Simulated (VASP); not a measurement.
Cu:

```
Cu
1.0
    -1.44279    1.44279    1.37608
     1.44279   -1.44279    1.37608
     1.44279    1.44279   -1.37608
Cu
1
Direct
  0.00000 0.00000 0.00000
```

| Property | Result |
| --- | --- |
| Program | VASP 6.6.1 |
| Task | relaxation of cell and atoms |
| Functional | BLYP |
| Dispersion | D3(BJ) |
| Potentials or basis | VASP PAW PBE potentials, release 64 (Cu) |
| Cutoff | 600 eV |
| k mesh | 16 × 16 × 16 |
| Occupations | methfessel-paxton, width 0.15 eV |
| Spin | no spin polarisation |

At the start: pressure -3.5 GPa; volume 11.46 Å³/atom.

Problem. How do energy, volume and symmetry change on relaxing?

Solution. Over 31 steps the energy falls by 3.9 meV/atom and the volume is 11.22 Å³/atom (-2.0 %); space group I4/mmm (No. 139, to 0.05 Å).

The path:
```
step  energy change (eV)  largest force (eV/Å)  pressure (GPa)  volume (Å³)
   1              0.0000                0.0000           -3.45        11.46
   2             -0.0017                0.0000            2.36        11.05
   3             -0.0028                0.0000           -0.01        11.21
   4             -0.0028                0.0000            0.05        11.20
   5             -0.0028                0.0000            0.08        11.20
   6             -0.0028                0.0000            0.11        11.20
   7             -0.0028                0.0000            0.07        11.20
   8             -0.0029                0.0000            0.07        11.20
   9             -0.0032                0.0000            0.08        11.20
  10             -0.0037                0.0000            0.49        11.20
  11             -0.0038                0.0000            0.41        11.20
  12             -0.0039                0.0000            0.24        11.20
  13             -0.0039                0.0000            0.32        11.20
  14             -0.0039                0.0000            0.25        11.20
  15             -0.0039                0.0000            0.06        11.22
  16             -0.0039                0.0000            0.07        11.22
  17             -0.0039                0.0000            0.11        11.22
  18             -0.0039                0.0000            0.14        11.22
  19             -0.0039                0.0000            0.15        11.22
  20             -0.0039                0.0000           -0.29        11.22
  21             -0.0038                0.0000            0.44        11.19
  22             -0.0039                0.0000            0.29        11.21
  23             -0.0039                0.0000            0.22        11.21
  24             -0.0039                0.0000            0.16        11.21
  25             -0.0039                0.0000            0.13        11.22
  26             -0.0039                0.0000            0.12        11.22
  27             -0.0039                0.0000           -0.25        11.22
  28             -0.0039                0.0000            0.36        11.22
  29             -0.0039                0.0000           -0.01        11.22
  30             -0.0039                0.0000            0.13        11.22
  31             -0.0039                0.0000            0.01        11.22
```

Final structure:
```yaml
crystal:
  lattice:
    - [-1.46228, 1.46228, 1.31239]
    - [1.46228, -1.46228, 1.31239]
    - [1.46228, 1.46228, -1.31239]
  atoms:
    - { symbol: Cu, position: [0.00000, 0.00000, 0.00000] }
```

Caveat: the PAW data sets were made with another functional, which shifts forces and pressure a little; pairwise dispersion overbinds metals, which lowers pressure and volume.
